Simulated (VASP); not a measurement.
Input of a VASP 6.6.1 run:

Contents of INCAR:

```
SYSTEM = Sn
ALGO = Normal ; EDIFF = 1E-6
EDIFFG = -0.04 ; ENCUT = 600
GGA = PE ; IBRION = 2
ISIF = 3 ; ISMEAR = 0
LASPH = .True. ; LCHARG = .False.
LREAL = .False. ; LWAVE = .False.
NELM = 100 ; NSW = 90
PREC = Accurate ; SIGMA = 0.1
```

Contents of KPOINTS:

```
k-points
0
Gamma
  4 4 2
  0 0 0
```

The input POSCAR:

```
Sn
1.0
    3.4688966421     -2.2926753134      0.0000000000
    3.4688966421      2.2926753134      0.0000000000
    0.0000000000      0.0000000000      9.3523939792
Sn
4
Direct
    0.8500000000      0.1500000000      0.1170000000
    0.6500000000      0.3500000000      0.6170000000
    0.1500000000      0.8500000000      0.8830000000
    0.3500000000      0.6500000000      0.3830000000
```

Potentials or basis: VASP PAW PBE potentials, release 64 (Sn_d).

Command:

```bash
$ cat potpaw_PBE.64/Sn_d/POTCAR > POTCAR
$ mpirun -np 1 vasp_std > vasp.out
```

Problem. What does it give for the relaxed cell?

Solution. a = 3.346 Å, b = 3.346 Å, c = 10.676 Å, α = 90.00°, β = 90.00°, γ = 89.90°.

Problem. Estimate the band gap on the k mesh.

Solution. Zero (bands 28 and 29 overlap by 3.34 eV).

Problem. Estimate the space group after relaxing (to 0.1 Å).

Solution. Cmce (No. 64).

Final structure:
```xyz
4
Lattice="2.3680 -2.3641 0.0000 2.3680 2.3641 0.0000 0.0000 0.0000 10.6765" Properties=species:S:1:pos:R:3 pbc="T T T"
Sn    2.3680   -1.3973    1.5893
Sn    2.3680   -0.9668    6.9275
Sn    2.3680    1.3973    9.0872
Sn    2.3680    0.9668    3.7489
```

Caveat: the k points lie up to 0.47 Å⁻¹ apart in the final cell, too coarse for converged energies and pressures of a metal; spin-orbit coupling is left out, which moves the levels of the heavy elements.
